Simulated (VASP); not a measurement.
# Y2AlB2 (Immm) in VASP: notebook

The runs below take Y2AlB2 through single point, relaxation of cell and atoms, with PBE.

Program: VASP 6.6.1. These are calculated values, not measurements. Logs are shortened: lines on timing, memory, paths and dates and some standing lists are left out, and cuts for length are marked.

## (1) The cell of the first run

The structure is orthorhombic, space group Immm (No. 71). Conventional cell: a = 3.654 Å, b = 5.110 Å, c = 8.429 Å, α = 90.00°, β = 90.00°, γ = 90.00°. B (site symmetry m2m) has 1 B at 1.69 Å within 2.2 Å. Y (site symmetry mm2) has 6 B at 2.67 to 3.00 Å and 4 Al at 3.07 to 3.10 Å and 5 Y at 3.22 to 3.49 Å within 3.5 Å. Within 3.3 Å of Al (site symmetry mmm) lie 4 B at 2.50 Å and 8 Y at 3.07 to 3.10 Å.

## (2) Single point, PBE

File INCAR:

```
SYSTEM = Y2AlB2
PREC = Accurate
ENCUT = 520
EDIFF = 1E-7
ISMEAR = -1
SIGMA = 0.0155
LREAL = .FALSE.
LASPH = .TRUE.
NELM = 100
ALGO = Normal
ISIF = 2
LWAVE = .FALSE.
LCHARG = .FALSE.
GGA = PE
NBANDS = 24
```

File KPOINTS:

```
Automatic mesh
0
G
  6 6 6
  0 0 0
```

File POSCAR:

```
Y2AlB2
1.0
    0.0000000000     -0.0000003436      3.6544729990
    4.2146682865     -2.5550918163      1.8272362593
    4.2146682865      2.5550918163     -1.8272362593
B Y Al
2 2 1
Direct
    0.8344481086      0.6655518914      0.3344481086
    0.1655518914      0.3344481086      0.6655518914
    0.5000000000      0.7072981473      0.7072981473
    0.5000000000      0.2927018527      0.2927018527
    0.0000000000      0.0000000000      0.0000000000
```

Potentials or basis: VASP PAW PBE potentials, release 64 (B, Y_sv, Al).

Launch:

```sh
$ cat potpaw_PBE.64/B/POTCAR potpaw_PBE.64/Y_sv/POTCAR potpaw_PBE.64/Al/POTCAR > POTCAR
$ mpirun -np 1 vasp_std > vasp.out
```

OUTCAR:

```text
SYSTEM = Y2AlB2
   PREC = Accurate
   ENCUT = 520
   EDIFF = 1E-7
   ISMEAR = -1
   LREAL = .FALSE.
   LASPH = .TRUE.
   NELM = 100
   ISIF = 2
   GGA = PE

 ion  position               nearest neighbor table
   1  0.834  0.666  0.334-   2 1.69   5 2.50   5 2.50   4 2.67   3 2.67   3 2.67   4 2.67   3 3.00
                             4 3.00
   2  0.166  0.334  0.666-   1 1.69   5 2.50   5 2.50   3 2.67   4 2.67   4 2.67   3 2.67   4 3.00
                             3 3.00
   3  0.500  0.707  0.707-   2 2.67   1 2.67   2 2.67   1 2.67   1 3.00   2 3.00   5 3.07   5 3.07
                             5 3.10   5 3.10   4 3.22   4 3.22   4 3.22   4 3.22   4 3.49
   4  0.500  0.293  0.293-   2 2.67   1 2.67   2 2.67   1 2.67   1 3.00   2 3.00   5 3.07   5 3.07
                             5 3.10   5 3.10   3 3.22   3 3.22   3 3.22   3 3.22   3 3.49
   5  0.000  0.000  0.000-   1 2.50   2 2.50   2 2.50   1 2.50   4 3.07   3 3.07   3 3.07   4 3.07
                             3 3.10   4 3.10   3 3.10   4 3.10

  LATTYP: Found a body centered orthorhombic cell.
 ALAT       =     3.6544729990
 B/A-ratio  =     1.3983365838
 C/A-ratio  =     2.3065806138

  Lattice vectors:

 A1 = (  -4.2146682865,  -2.5550918163,   1.8272362593)
 A2 = (  -4.2146682865,   2.5550918163,  -1.8272362593)
 A3 = (   4.2146682865,  -2.5550914727,  -1.8272367397)

Analysis of symmetry for initial positions (statically):
=====================================================================
 Subroutine PRICEL returns:
 Original cell was already a primitive cell.

 Routine SETGRP: Setting up the symmetry group for a
 body centered orthorhombic supercell.

 Subroutine GETGRP returns: Found  8 space group operations
 (whereof  8 operations were pure point group operations)
 out of a pool of  8 trial point group operations.

The static configuration has the point symmetry D_2h.

Analysis of symmetry for dynamics (positions and initial velocities):
=====================================================================
 Subroutine PRICEL returns:
 Original cell was already a primitive cell.

 Routine SETGRP: Setting up the symmetry group for a
 body centered orthorhombic supercell.

 Subroutine GETGRP returns: Found  8 space group operations
 (whereof  8 operations were pure point group operations)
 out of a pool of  8 trial point group operations.

The dynamic configuration has the point symmetry D_2h.

 Subroutine INISYM returns: Found  8 space group operations
 (whereof  8 operations are pure point group operations),
 and found     1 'primitive' translations

[... 99 lines left out ...]
   NELM   =    100;   NELMIN=  2; NELMDL= -5     # of ELM steps
   EDIFF  = 0.1E-06   stopping-criterion for ELM
   LREAL  =      F    real-space projection
   EDIFFG = 0.1E-05   stopping-criterion for IOM
   NSW    =      0    number of steps for IOM
   IBRION =     -1    ionic relax: 0-MD 1-quasi-New 2-CG
   NFREE  =      0    steps in history (QN), initial steepest desc. (CG)
   ISIF   =      2    stress and relaxation
   ISYM   =      2    0-nonsym 1-usesym 2-fastsym
   POTIM  = 0.5000    time-step for ionic-motion
   TEBEG  =    0.0;   TEEND  =   0.0 temperature during run
   PSTRESS=    0.0 pullay stress
   NELECT =      31.0000    total number of electrons
   NUPDOWN=      -1.0000    fix difference up-down
   EMIN   =  10.00;   EMAX   =-10.00  energy-range for DOS
   EFERMI =   0.00;   METHOD = LEGACY
   ISMEAR =    -1;   SIGMA  =   0.02  broadening in eV -4-tet -1-fermi 0-gaus
   EFERMI_NEDOS =   21; number of points for ismear=-14 and -15
   IALGO  =     38    algorithm
   IMIX   =      4    mixing-type and parameters
     AMIX     =   0.40;   BMIX     =  1.00
     AMIX_MAG =   1.60;   BMIX_MAG =  1.00
  volume/ion in A,a.u.               =      15.74       106.23
  Fermi-wavevector in a.u.,A,eV,Ry     =   1.200016  2.267702 19.592925  1.440039
  Thomas-Fermi vector in A             =   2.335864
   LORBIT       =      0    0 simple, 1 ext, 2 COOP (PROOUT), +10 PAW based schemes
   GGA     = PE    functional components
   LHFCALC =     F    Hartree Fock is set to
   AEXX    =    0.0000 exact exchange contribution
   IVDW    =     0    specifies the selected vdW correction
   LEPSILON=     F    determine dielectric tensor
   LRPA    =     F    only Hartree local field effects (RPA)
 non-spin polarized calculation
  energy-cutoff  :      520.00
  volume of cell :       78.71
 maximum number of plane-waves:      2137
   NGX = 13   NGY = 19   NGZ = 19

 number of electron      31.0000001 magnetization

 Free energy of the ion-electron system (eV)
  ---------------------------------------------------
  ext. energy  EPLUGINS =         0.00000000
  ---------------------------------------------------
  free energy    TOTEN  =       -31.36459572 eV

  energy without entropy =      -31.36165591  energy(sigma->0) =      -31.36312582

 E-fermi :   5.1301     XC(G=0): -10.8816

 val. band max:        5.1157518860   @ k =  -0.3333   0.1667  -0.0000
 cond. band min:       5.1314549654   @ k =   0.1667   0.1667  -0.0000
 fundamental gap:      0.0157030794
 Fermi energy:         5.1301029569

 k-point     1 :       0.0000    0.0000    0.0000
  band No.  band energies     occupation
      1     -36.4149      2.00000
      2     -36.2352      2.00000
      3     -16.9825      2.00000
      4     -16.4913      2.00000
      5     -16.4473      2.00000
      6     -16.3848      2.00000
[... 637 lines left out ...]
     23      10.6228      0.00000
     24      10.6861      0.00000

 [... further k-points ...]
[... 5 lines left out ...]
  --------------------------------------------------------------------------------------
  -------------------------------------------------------------------------------------
  Total        2.3910200      2.4164964      2.3680014      0.0000000      0.0000000      0.0000000
  in kB       48.6708753     49.1894649     48.2023148      0.0000000      0.0000001      0.0000000
  external PRESSURE =      48.6875517 kB  Pullay stress =       0.0000000 kB

 VOLUME and BASIS-vectors are now :
 -----------------------------------------------------------------------------
  energy-cutoff  :      520.00
  volume of cell :       78.71
      direct lattice vectors                 reciprocal lattice vectors
     0.000000000 -0.000000344  3.654472999     0.000000000  0.195687671  0.273637284
     4.214668287 -2.555091816  1.827236259     0.118633298 -0.195687697 -0.000000018
     4.214668287  2.555091816 -1.827236259     0.118633298  0.195687697  0.000000018

 POSITION                                       TOTAL-FORCE (eV/Angst)
 -----------------------------------------------------------------------------------
      4.21467     -0.84600      3.65447         0.000000     -0.007566     -0.000000
      4.21467      0.84600      0.00000         0.000000      0.007566      0.000000
      5.96205     -0.00000      1.82724        -0.004122      0.000000     -0.000000
      2.46728     -0.00000      1.82724         0.004122      0.000000     -0.000000
      0.00000      0.00000      0.00000        -0.000000     -0.000000      0.000000
 -----------------------------------------------------------------------------------
    total drift:                               -0.000000     -0.000000      0.000000

  FREE ENERGIE OF THE ION-ELECTRON SYSTEM (eV)
  ---------------------------------------------------
  free  energy   TOTEN  =       -31.3645957243 eV

  energy  without entropy=      -31.3616559070  energy(sigma->0) =      -31.36312582
```

Run time: 88 s. Hardware: 1 thread of Intel Xeon Platinum 8488C (Sapphire Rapids), shared host; peak memory 0.25 GiB.

Results:

| Quantity | Value |
| --- | --- |
| Free energy | -31.3646 eV |
| Pressure | 4.9 GPa |
| Largest force | 0.008 eV/Å |
| Band gap on the k mesh | zero (an odd number of electrons rules out a gap without spin polarisation) |

Forces on the atoms (eV/Å):
```
B    0.000 -0.008  0.000
B    0.000  0.008  0.000
Y   -0.004  0.000  0.000
Y    0.004  0.000  0.000
Al   0.000  0.000  0.000
```

Levels at points of the mesh, in eV from the Fermi level:
```tsv
k point	band 13	band 14	band 15	band 16	band 17	band 18
(0.00, 0.00, 0.00)	-1.95	-1.07	-0.64	0.45	1.56	3.35
(0.50, 0.00, 0.00)	-1.71	-1.28	-0.19	-0.08	0.31	2.36
(0.00, 0.50, 0.00)	-1.32	-1.08	0.29	0.29	0.95	2.93
(0.50, 0.50, 0.00)	-1.84	-1.69	-1.25	-0.58	-0.30	3.19
(0.00, 0.50, 0.50)	-0.94	-0.57	-0.20	1.69	2.08	2.76
```

Caveat: the cell stands under pressure.

## (3) Relaxation of cell and atoms, PBE, target pressure 5 GPa, at which the enthalpy is minimised

This run uses another cell than the first one, of 15.96 Å³/atom.

File INCAR:

```
SYSTEM = Y2AlB2
PREC     = Accurate       ! precision mode
ENCUT    = 600            ! plane-wave cutoff, eV
EDIFF    = 1E-6           ! SCF threshold, eV
ISMEAR   = -1             ! smearing method
SIGMA    = 0.0155         ! smearing width, eV
LREAL    = .FALSE.        ! projectors in reciprocal space
LASPH    = .TRUE.         ! aspherical terms in the spheres
NELM     = 80             ! most SCF steps
ALGO     = Normal         ! electronic algorithm
ISIF     = 3              ! what is computed and relaxed
LWAVE    = .FALSE.        ! write WAVECAR
LCHARG   = .FALSE.        ! write CHGCAR
GGA      = PE             ! functional
IBRION   = 2              ! ionic algorithm
NSW      = 100            ! ionic steps
EDIFFG   = -0.03          ! ionic threshold
PSTRESS  = 50.0
```

KPOINTS is that of step 2.

File POSCAR:

```
Y2AlB2
1.0
    0.0000000000      0.0000000000      3.7464250000
    4.0068240000     -2.6585740000      1.8732120000
    4.0068240000      2.6585740000     -1.8732120000
B Y Al
2 2 1
Direct
    0.7898000000      0.7102000000      0.2898000000
    0.2102000000      0.2898000000      0.7102000000
    0.5000000000      0.7114500000      0.7114500000
    0.5000000000      0.2885500000      0.2885500000
    0.0000000000      0.0000000000      0.0000000000
```

Potentials or basis: VASP PAW PBE potentials, release 64 (B, Y_sv, Al).

Launch:

```sh
$ cat potpaw_PBE.64/B/POTCAR potpaw_PBE.64/Y_sv/POTCAR potpaw_PBE.64/Al/POTCAR > POTCAR
$ mpirun -np 1 vasp_std > vasp.out
```

Run time: 11 min. Hardware: 1 thread of Intel Xeon Platinum 8488C (Sapphire Rapids), shared host; peak memory 0.3 GiB.

The run converged. Its results:

```yaml
Free_energy: -31.3632 eV
Relaxed_volume: 15.72 Å³/atom
Relaxed_cell: a = 3.652 Å, b = 5.255 Å, c = 5.255 Å, α = 73.37°, β = 110.33°, γ = 69.67°
Space_group_after_relaxing_to_0.1_Å: Immm (No. 71)
Energy_change_on_relaxing_the_run_minimises_the_enthalpy: -122.6 meV/atom
Ionic_steps: 14
Pressure_after_relaxing: 5.0 GPa
Largest_force_after_relaxing: 0.015 eV/Å
Band_gap_on_the_k_mesh: zero (an odd number of electrons rules out a gap without spin polarisation)
```

Forces in eV/Å, atoms in the order of the input:
```
B    0.000 -0.015  0.000
B    0.000  0.015  0.000
Y    0.003  0.000  0.000
Y   -0.003  0.000  0.000
Al   0.000  0.000  0.000
```

Stress tensor (GPa, compression positive):
```
4.97 0.00 0.00
0.00 5.08 0.00
0.00 0.00 5.00
```

The path:
| step | energy change (eV) | largest force (eV/Å) | pressure (GPa) | volume (Å³) |
| --- | --- | --- | --- | --- |
| 1 | 0.0000 | 0.9539 | 2.30 | 79.82 |
| 2 | -0.1818 | 0.9983 | 6.12 | 76.68 |
| 3 | -0.1759 | 1.0507 | 9.39 | 74.79 |
| 4 | -0.4372 | 0.6911 | 5.22 | 77.84 |
| 5 | -0.4607 | 0.5397 | 4.66 | 78.46 |
| 6 | -0.5856 | 0.4787 | 4.48 | 79.49 |
| 7 | -0.5845 | 0.4801 | 4.51 | 79.45 |
| 8 | -0.6015 | 0.2568 | 4.59 | 78.85 |
| 9 | -0.6043 | 0.2879 | 4.55 | 78.92 |
| 10 | -0.5954 | 0.0971 | 5.58 | 78.18 |
| 11 | -0.5882 | 0.0594 | 5.97 | 77.92 |
| 12 | -0.6224 | 0.0728 | 4.39 | 78.95 |
| 13 | -0.6113 | 0.0528 | 4.96 | 78.57 |
| 14 | -0.6130 | 0.0155 | 5.02 | 78.61 |

Final structure:
```xyz
5
Lattice="0.0000 0.0000 3.6516 4.2145 -2.5539 1.8258 4.2145 2.5539 -1.8258" Properties=species:S:1:pos:R:3 pbc="T T T"
B     4.2145   -0.8457    3.6516
B     4.2145    0.8457    0.0000
Y     5.9612    0.0000    1.8258
Y     2.4678    0.0000    1.8258
Al    0.0000    0.0000    0.0000
```

Levels at points of the mesh, in eV from the Fermi level:
| k point | band 13 | band 14 | band 15 | band 16 | band 17 | band 18 |
| --- | --- | --- | --- | --- | --- | --- |
| (0.00, 0.00, 0.00) | -1.95 | -1.08 | -0.65 | 0.45 | 1.56 | 3.35 |
| (0.50, 0.00, 0.00) | -1.71 | -1.28 | -0.19 | -0.08 | 0.31 | 2.36 |
| (0.00, 0.50, 0.00) | -1.32 | -1.08 | 0.29 | 0.29 | 0.96 | 2.93 |
| (0.50, 0.50, 0.00) | -1.85 | -1.69 | -1.25 | -0.58 | -0.31 | 3.19 |
| (0.00, 0.50, 0.50) | -0.94 | -0.57 | -0.21 | 1.69 | 2.08 | 2.76 |

Caveat: the cell is relaxed towards a set pressure, so the run minimises the enthalpy, not the energy.
